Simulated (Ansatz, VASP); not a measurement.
# NaI in VASP and in Ansatz

Contents of INCAR:

```
SYSTEM = NaI
PREC     = Accurate       ! precision mode
ENCUT    = 520            ! plane-wave cutoff, eV
EDIFF    = 1E-6           ! SCF threshold, eV
ISMEAR   = -1             ! smearing method
SIGMA    = 0.05           ! smearing width, eV
LREAL    = .FALSE.        ! projectors in reciprocal space
LASPH    = .TRUE.         ! aspherical terms in the spheres
NELM     = 100            ! most SCF steps
ALGO     = Normal         ! electronic algorithm
ISIF     = 2              ! what is computed and relaxed
LWAVE    = .FALSE.        ! write WAVECAR
LCHARG   = .TRUE.         ! write CHGCAR
GGA      = PE             ! functional
LELF     = .TRUE.         ! ELF
LVHAR    = .TRUE.       
NBANDS   = 22             ! bands
```

File KPOINTS:

```
regular mesh
0
G
  9 9 9
  0 0 0
```

File POSCAR:

```
NaI
1.0
   -2.2291795797      2.2291795797      8.4191628328
    2.2291795797     -2.2291795797      8.4191628328
    2.2291795797      2.2291795797     -8.4191628328
I Na
2 2
Direct
    0.0000000000      0.0000000000      0.0000000000
    0.7500000000      0.2500000000      0.5000000000
    0.5000000000      0.5000000000      0.0000000000
    0.2500000000      0.7500000000      0.5000000000
```

Contents of input.yaml:

```yaml
crystal:
  lattice:
    - [-2.2291795797, 2.2291795797, 8.4191628328]
    - [2.2291795797, -2.2291795797, 8.4191628328]
    - [2.2291795797, 2.2291795797, -8.4191628328]
  atoms:
    - { symbol: I, position: [0.0, 0.0, 0.0] }
    - { symbol: I, position: [0.75, 0.25, 0.5] }
    - { symbol: Na, position: [0.5, 0.5, 0.0] }
    - { symbol: Na, position: [0.25, 0.75, 0.5] }
hamiltonian:
  xc: pbe
  pseudopotentials: { kind: paw }
kpoints:
  mp_grid: { grid: [9, 9, 9] }
scf:
  occupations: { method: fermi_dirac, width: 0.05 }
output:
  forces: true
  stress: true
  eigenvalues: true
```

Alike in both runs: task single point; functional PBE; k mesh 9 × 9 × 9; occupations fermi-dirac, width 0.05 eV; no spin polarisation.

|  | VASP | Ansatz |
| --- | --- | --- |
| version | VASP 6.6.1 | Ansatz 0.2.0 |
| potentials or method | VASP PAW PBE potentials, release 64 (I, Na_pv) | Ansatz PAW |
| plane-wave cutoff (eV) | 520 | 420 |
| valence electrons in the cell | 28 | 52 |

Ansatz gave:

| Item | Value |
| --- | --- |
| gap on the k mesh at the Fermi level (eV) | 3.05 |
| least direct gap on the mesh (eV) | 3.10 |
| pressure (GPa) | -0.2 |
| traceless stress, the component that is largest in VASP (GPa) | 0.25 |

What did VASP give for the same quantities?

gap on the k mesh at the Fermi level (eV): 3.05; least direct gap on the mesh (eV): 3.10; pressure (GPa): -0.1; traceless stress, the component that is largest in VASP (GPa): 0.25.

VASP's potentials hold 28 valence electrons a cell and Ansatz's 52, so a difference there can come from the potentials and not from the codes.

Neither program's run includes spin-orbit coupling. Noted on Ansatz's run: odd divisions of the mesh miss points on the zone boundary, where band edges often lie, so the gap on the mesh can be too wide.
